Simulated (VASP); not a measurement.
Ca: single point with PBE

The system is Ca.

```
Ca
1.0
     2.91375    0.00000    0.00000
    -1.45687    2.52338    0.00000
     0.00000    0.00000    2.63061
Ca
1
Direct
  0.00000 0.00000 0.00000
```

This isn't the form of Ca at room conditions, which is fcc.

```yaml
Program: VASP 6.6.1
Task: single point
Functional: PBE
Potentials_or_basis: VASP PAW PBE potentials, release 64 (Ca_sv)
Cutoff: 520 eV
k_mesh: 12 × 12 × 11
Occupations: fermi-dirac, width 0.08 eV
Spin: no spin polarisation
Dipole_correction: no
Further_INCAR_settings: ALGO = Normal; EDIFF = 1e-06; NBANDS = 11
```

```json
{"Pressure": "37.4 GPa", "Band gap on the k mesh": "zero (bands 5 and 6 overlap by 1.19 eV)"}
```

Stress tensor (GPa, compression positive):
```
37.35  0.00  0.00
 0.00 37.35  0.00
 0.00  0.00 37.64
```

Levels at points of the mesh, in eV from the Fermi level:
```
           k point  band 1  band 2  band 3  band 4  band 5  band 6  band 7  band 8  band 9  band 10
(0.00, 0.00, 0.00)  -41.27  -21.40  -21.40  -21.07   -4.58    0.36    2.93    2.93    7.62     7.62
(0.50, 0.00, 0.00)  -40.94  -23.06  -21.75  -20.89   -1.62    1.29    1.78    5.04    7.10     7.47
```

Run time: 23 s on 1 thread of Intel Xeon 8259CL, with other jobs on the host, peak memory 0.15 GiB.

Caveat: the cell stands under pressure.
